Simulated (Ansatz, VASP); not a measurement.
**Si: VASP beside Ansatz**

INCAR

```
PREC = Accurate ; ENCUT = 520
EDIFF = 1E-7 ; ISMEAR = 0
SIGMA = 0.05 ; LREAL = F
LASPH = T ; NELM = 100
ALGO = Normal ; ISIF = 2
LWAVE = F ; LCHARG = F
GGA = PE ; NBANDS = 16
```

The input KPOINTS:

```
regular mesh
0
Gamma
  12 12 6
```

The input POSCAR:

```
Si
1.0
    3.8313174605      0.0000000000      0.0000000000
   -1.9156587303      3.3180182508      0.0000000000
    0.0000000000      0.0000000000      6.3326220002
Si
4
Direct
    0.2881256254      0.5762512508      0.1103832419
    0.6666666667      0.3333333333      0.5630095000
    0.3333333333      0.6666666667      0.4369905000
    0.6666666667      0.3333333333      0.9369905000
```

Input for Ansatz:

```yaml
crystal:
  lattice:
    - [3.8313174605, 0.0, 0.0]
    - [-1.9156587303, 3.3180182508, 0.0]
    - [0.0, 0.0, 6.3326220002]
  atoms:
    - { symbol: Si, position: [0.2881256254, 0.5762512508, 0.1103832419] }
    - { symbol: Si, position: [0.6666666667, 0.3333333333, 0.5630095] }
    - { symbol: Si, position: [0.3333333333, 0.6666666667, 0.4369905] }
    - { symbol: Si, position: [0.6666666667, 0.3333333333, 0.9369905] }
basis:
  ecutwfc: 420
kpoints:
  mp_grid: { grid: [12, 12, 6] }
hamiltonian:
  xc: pbe
scf:
  occupations: { method: gaussian, width: 0.05 }
output:
  forces: true
  stress: true
  eigenvalues: true
```

Alike in both runs: task single point; functional PBE; k mesh 12 × 12 × 6; occupations gaussian, width 0.05 eV; no spin polarisation.

|  | VASP | Ansatz |
| --- | --- | --- |
| version | VASP 6.6.1 | Ansatz 0.2.0 |
| potentials or method | VASP PAW PBE potentials, release 64 (Si), cutoff 520 eV | scalar-relativistic, plane waves, PAW |
| valence electrons in the cell | 16 | 16 |

|  | VASP | Ansatz | Ansatz less VASP |
| --- | --- | --- | --- |
| gap on the k mesh at the Fermi level (eV) | none | none | - |
| pressure (GPa) | 3.8 | 3.9 | +0.09 |
| traceless stress, the component that is largest in VASP (GPa) | 8.51 | 8.57 | +0.054 |
| rms of the force components (eV/Å) | 1.905 | 1.910 | +0.0052 |

Atom by atom the forces differ by 0.006 eV/Å (rms over components). A gap of «none» marks a metal or a gap that the smearing closes.
